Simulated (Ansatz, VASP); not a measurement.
**Be2ZnTe2O: VASP beside Ansatz**

```
Be Zn Te O
1.0
     7.48995    0.00000    0.00000
    -3.74497    6.48649    0.00000
     0.00000    0.00000    4.10929
Be Zn Te O
2 1 2 1
Direct
  0.33333 0.66667 0.00000
  0.66667 0.33333 0.00000
  0.00000 0.00000 0.50000
  0.33333 0.66667 0.50000
  0.66667 0.33333 0.50000
  0.00000 0.00000 0.00000
```

Alike in both runs: functional PBE; k mesh 6 × 6 × 10; occupations gaussian, width 0.01 eV; no spin polarisation.

Ansatz relaxed the structure, and its values are those at the end. VASP's run is a single point on that final structure, the one shown.

|  | VASP | Ansatz |
| --- | --- | --- |
| version | VASP 6.6.1 | Ansatz 0.2.0 |
| potentials or method | VASP PAW PBE potentials, release 64 (Be, Zn, Te, O), cutoff 520 eV | scalar-relativistic, plane waves, PAW |
| valence electrons in the cell | 34 | 54 |

|  | VASP | Ansatz | Ansatz less VASP |
| --- | --- | --- | --- |
| gap on the k mesh at the Fermi level (eV) | 0.26 | 0.27 | +0.013 |
| least direct gap on the mesh (eV) | 0.80 | 0.81 | +0.011 |
| pressure (GPa) | 0.1 | 0.0 | -0.11 |

VASP's potentials hold 34 valence electrons a cell and Ansatz's 54, so a difference there can come from the potentials and not from the codes.

Spin-orbit coupling is off throughout.
